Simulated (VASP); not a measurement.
Rb:

```
CELL_PARAMETERS angstrom
-2.95451 2.95451 2.73085
2.95451 -2.95451 2.73085
2.95451 2.95451 -2.73085
ATOMIC_POSITIONS crystal
Rb 0.00000 0.00000 0.00000
```

| Property | Result |
| --- | --- |
| Program | VASP 6.6.1 |
| Task | relaxation of cell and atoms |
| Functional | PBEsol |
| Potentials or basis | VASP PAW PBE potentials, release 64 (Rb_sv) |
| Cutoff | 600 eV |
| k mesh | 10 × 10 × 10 |
| Occupations | gaussian, width 0.1 eV |
| Spin | no spin polarisation |

At the start: pressure -0.2 GPa; volume 95.35 Å³/atom.

Question: Where does the relaxation end?

Answer: Over 12 steps the energy falls by 7.1 meV/atom and the volume is 86.73 Å³/atom (-9.0 %); space group I4/mmm (No. 139, to 0.1 Å) before and after.

Step by step:
```tsv
step	energy change (eV)	largest force (eV/Å)	pressure (GPa)	volume (Å³)
1	0.0000	0.0000	-0.24	95.35
2	-0.0026	0.0000	-0.20	93.43
3	-0.0069	0.0000	-0.04	87.83
4	-0.0070	0.0000	0.00	86.55
5	-0.0070	0.0000	0.01	86.72
6	-0.0070	0.0000	-0.02	87.27
7	-0.0070	0.0000	-0.01	86.89
8	-0.0070	0.0000	-0.01	86.88
9	-0.0070	0.0000	-0.01	86.85
10	-0.0071	0.0000	-0.01	86.79
11	-0.0071	0.0000	0.00	86.67
12	-0.0071	0.0000	-0.01	86.73
```

Final structure:
```xyz
1
Lattice="-2.8464 2.8464 2.6762 2.8464 -2.8464 2.6762 2.8464 2.8464 -2.6762" Properties=species:S:1:pos:R:3 pbc="T T T"
Rb    0.0000    0.0000    0.0000
```

Caveat: the PAW data sets were made with another functional, which shifts forces and pressure a little.
